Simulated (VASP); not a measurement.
Cr: single point with PBE

The system is Cr.

```
Cr
1.0
    -1.46439    1.46439    1.46439
     1.46439   -1.46439    1.46439
     1.46439    1.46439   -1.46439
Cr
1
Cartesian
  0.0000 0.0000 0.0000
```

This cell differs from its parent crystal: volume scaled by 0.96.

```
Program             : VASP 6.6.1
Task                : single point
Functional          : PBE
Potentials or basis : VASP PAW PBE potentials, release 64 (Cr_pv)
Cutoff              : 520 eV
k mesh              : 12 × 12 × 12
Occupations         : fermi-dirac, width 0.05 eV
Spin                : collinear spin, ferromagnetic start
Starting moments    : [3.0] μB
```

```yaml
Pressure: -18.7 GPa
Band_gap_on_the_k_mesh: zero (filled and empty bands overlap)
Net_moment: 0.00 μB per cell
Valence_electrons_inside_the_program's_atomic_spheres: Cr 10.89
```

Levels at points of the mesh, in eV from the Fermi level:
Spin up:
```
           k point  band 2  band 3  band 4  band 5  band 6  band 7  band 8  band 9  band 10  band 11
(0.00, 0.00, 0.00)  -42.78  -42.78   -7.52   -0.77   -0.77   -0.77    1.07    1.07     7.12    21.67
(0.50, 0.00, 0.00)  -43.01  -42.79   -3.99   -2.14    0.96    1.06    1.36    2.56     7.11     9.00
(0.50, 0.50, 0.50)  -43.27  -43.27   -3.78   -3.78    2.21    2.21    2.21    7.12     9.91     9.91
```
Spin down:
| k point | band 3 | band 4 | band 5 | band 6 | band 7 | band 8 | band 9 | band 10 |
| --- | --- | --- | --- | --- | --- | --- | --- | --- |
| (0.00, 0.00, 0.00) | -42.78 | -7.52 | -0.77 | -0.77 | -0.77 | 1.07 | 1.07 | 7.12 |
| (0.50, 0.00, 0.00) | -42.79 | -3.99 | -2.14 | 0.96 | 1.06 | 1.36 | 2.56 | 7.11 |
| (0.50, 0.50, 0.50) | -43.27 | -3.78 | -3.78 | 2.21 | 2.21 | 2.21 | 7.12 | 9.91 |

Wall time 25 s on 1 thread of Intel Xeon 6975P-C (shared host), peak memory 0.14 GiB.

Caveat: the starting moments collapsed, and a magnetic state may lie lower.
